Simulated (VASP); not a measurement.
# AlN in VASP: a series of runs, part 2 of 2

VASP 6.6.1.

## Step 4: Electric field gradients, PBE (equal xy, yz and zx shear strains of -1 %)

INCAR reads:

```
SYSTEM = AlN
  PREC = Accurate
  ENCUT = 520
  EDIFF = 1E-8
  ISMEAR = -1
  SIGMA = 0.02
  LREAL = .FALSE.
  LASPH = .TRUE.
  NELM = 60
  ALGO = Normal
  ISIF = 2
  LWAVE = .FALSE.
  LCHARG = .FALSE.
  GGA = PE
  LEFG = .TRUE.
  NBANDS = 11
```

KPOINTS reads:

```
Automatic mesh
0
G
  10 10 10
  0 0 0
```

POSCAR reads:

```
AlN
1.0
   -0.0197800000      1.9681100000      1.9681100000
    1.9681100000     -0.0197800000      1.9681100000
    1.9681100000      1.9681100000     -0.0197800000
Al N
1 1
Direct
    0.0000000000      0.0000000000      0.0000000000
    0.5000000000      0.5000000000      0.5000000000
```

Potentials or basis: VASP PAW PBE potentials, release 64 (Al, N).

The run is started by

```sh
> cat potpaw_PBE.64/Al/POTCAR potpaw_PBE.64/N/POTCAR > POTCAR
> mpirun -np 1 vasp_std > vasp.out
```

OUTCAR:

```text
SYSTEM = AlN
   PREC = Accurate
   ENCUT = 520
   EDIFF = 1E-8
   ISMEAR = -1
   LREAL = .FALSE.
   LASPH = .TRUE.
   NELM = 60
   ISIF = 2
   GGA = PE

 ion  position               nearest neighbor table
   1  0.000  0.000  0.000-   2 1.98   2 1.98   2 1.98   2 1.98   2 1.98   2 1.98
   2  0.500  0.500  0.500-   1 1.98   1 1.98   1 1.98   1 1.98   1 1.98   1 1.98

  LATTYP: Found a trigonal (rhomboedric) cell.
 ALAT       =     2.7833981376
 COS(alpha) =     0.4899250057

  Lattice vectors:

 A1 = (  -0.0197800000,   1.9681100000,   1.9681100000)
 A2 = (   1.9681100000,  -0.0197800000,   1.9681100000)
 A3 = (   1.9681100000,   1.9681100000,  -0.0197800000)

Analysis of symmetry for initial positions (statically):
=====================================================================
 Subroutine PRICEL returns:
 Original cell was already a primitive cell.

 Routine SETGRP: Setting up the symmetry group for a
 trigonal (rhombohedral) supercell.

 Subroutine GETGRP returns: Found 12 space group operations
 (whereof 12 operations were pure point group operations)
 out of a pool of 12 trial point group operations.

The static configuration has the point symmetry D_3d.

Analysis of symmetry for dynamics (positions and initial velocities):
=====================================================================
 Subroutine PRICEL returns:
 Original cell was already a primitive cell.

 Routine SETGRP: Setting up the symmetry group for a
 trigonal (rhombohedral) supercell.

 Subroutine GETGRP returns: Found 12 space group operations
 (whereof 12 operations were pure point group operations)
 out of a pool of 12 trial point group operations.

The dynamic configuration has the point symmetry D_3d.
[... 164 lines left out ...]
      9      28.5211      0.00000
     10      29.1185      0.00000
     11      29.1185      0.00000
[... 309 lines left out ...]
 k-point    24 :       0.4000    0.3000   -0.0000
  band No.  band energies     occupation
      1      -4.0933      2.00000
      2       4.7062      2.00000
      3       7.7744      2.00000
      4       8.5128      2.00000
      5      17.4030      0.00000
      6      18.0017      0.00000
      7      23.8023      0.00000
      8      27.3578      0.00000
      9      28.0649      0.00000
     10      33.4337      0.00000
     11      36.6123      0.00000

 [... further k-points ...]
[... 5 lines left out ...]
  --------------------------------------------------------------------------------------
  -------------------------------------------------------------------------------------
  Total        2.4411657      2.4411657      2.4411657      0.3273340      0.3273340      0.3273340
  in kB      252.7153767    252.7153767    252.7153767     33.8864063     33.8864063     33.8864063
  external PRESSURE =     252.7153767 kB  Pullay stress =       0.0000000 kB

 VOLUME and BASIS-vectors are now :
 -----------------------------------------------------------------------------
  energy-cutoff  :      520.00
  volume of cell :       15.48
      direct lattice vectors                 reciprocal lattice vectors
    -0.019780000  1.968110000  1.968110000    -0.250252654  0.252793290  0.252793290
     1.968110000 -0.019780000  1.968110000     0.252793290 -0.250252654  0.252793290
     1.968110000  1.968110000 -0.019780000     0.252793290  0.252793290 -0.250252654

 POSITION                                       TOTAL-FORCE (eV/Angst)
 -----------------------------------------------------------------------------------
      0.00000      0.00000      0.00000        -0.000000      0.000000      0.000000
      1.95822      1.95822      1.95822         0.000000     -0.000000     -0.000000
 -----------------------------------------------------------------------------------
    total drift:                               -0.000000     -0.000000      0.000000

  FREE ENERGIE OF THE ION-ELECTRON SYSTEM (eV)
  ---------------------------------------------------
  free  energy   TOTEN  =       -14.4395439304 eV

  energy  without entropy=      -14.4395439304  energy(sigma->0) =      -14.43954393

 Electric field gradients (V/A^2)
---------------------------------------------------------------------
 ion       V_xx      V_yy      V_zz      V_xy      V_xz      V_yz
---------------------------------------------------------------------
   1       0.000     0.000     0.000     0.151     0.151     0.151
   2      -0.000     0.000    -0.000    -2.158    -2.158    -2.158
---------------------------------------------------------------------

 Electric field gradients after diagonalization (V/A^2)
 (convention: |V_zz| > |V_xx| > |V_yy|)
----------------------------------------------------------------------
 ion       V_xx      V_yy      V_zz     asymmetry (V_yy - V_xx)/ V_zz
----------------------------------------------------------------------
   1      -0.151    -0.151     0.302       0.000
   2       2.158     2.158    -4.317       0.000
----------------------------------------------------------------------

           NMR quadrupolar parameters

 Cq : quadrupolar parameter    Cq=e*Q*V_zz/h
 eta: asymmetry parameters     (V_yy - V_xx)/ V_zz
 Q  : nuclear electric quadrupole moment in mb (millibarn)
----------------------------------------------------------------------
 ion       Cq(MHz)       eta       Q (mb)
----------------------------------------------------------------------
   1       0.001       0.000       1.000
   2      -0.010       0.000       1.000
----------------------------------------------------------------------
```

Wall time 37 s (1 thread of Intel Xeon 8259CL, shared host); peak memory 0.14 GiB.

Results:

| Quantity | Value |
| --- | --- |
| Free energy | -14.4395 eV |
| Pressure | 25.3 GPa |
| Band gap on the k mesh | 4.90 eV, indirect (least direct gap 6.50 eV) |

Levels at points of the mesh, in eV from the valence-band top:
| k point | band 2 | band 3 | band 4 | band 5 | band 6 | band 7 |
| --- | --- | --- | --- | --- | --- | --- |
| (0.00, 0.00, 0.00) | -0.22 | -0.22 | 0.00 | 6.50 | 12.07 | 12.07 |
| (0.50, 0.00, 0.00) | -8.91 | -1.38 | -1.24 | 6.48 | 11.39 | 11.59 |
| (0.50, 0.50, 0.00) | -7.98 | -3.23 | -3.00 | 4.90 | 5.25 | 14.71 |
| (0.50, 0.50, 0.50) | -8.77 | -1.46 | -1.46 | 6.20 | 11.15 | 11.15 |

Electric field gradients, principal values (V/Å²):
| atom | least | middle | greatest (by size) |
| --- | --- | --- | --- |
| 1 Al | -0.151 | -0.151 | 0.302 |
| 2 N | 2.158 | 2.158 | -4.317 |

Caveat: the cell differs from its parent crystal (equal xy, yz and zx shear strains of -1 %); without QUAD_EFG the Cq values of the log hold for a quadrupole moment of 1 mb, not for the nuclei. A k mesh can miss the band edges.

## Step 5: Summary

```csv
cell,gap on the mesh (eV),pressure (GPa)
"a = 2.840, b = 2.840, c = 2.881 Å, angles 59.5, 59.5, 61.0°, 2 atoms",4.43,7.2
"a = 2.756 Å, angles 62.0°, 2 atoms",4.29,25.6
"a = 2.783 Å, angles 60.7°, 2 atoms",4.90,25.3
```

Alike in all rows: task electric field gradients; level PBE; potentials or basis VASP PAW PBE potentials, release 64 (Al, N); no spin polarisation; k mesh 10 × 10 × 10; cutoff (eV) 520; smearing fermi-dirac 0.02 eV.

Absolute energies hang on the potentials; compare differences alone.
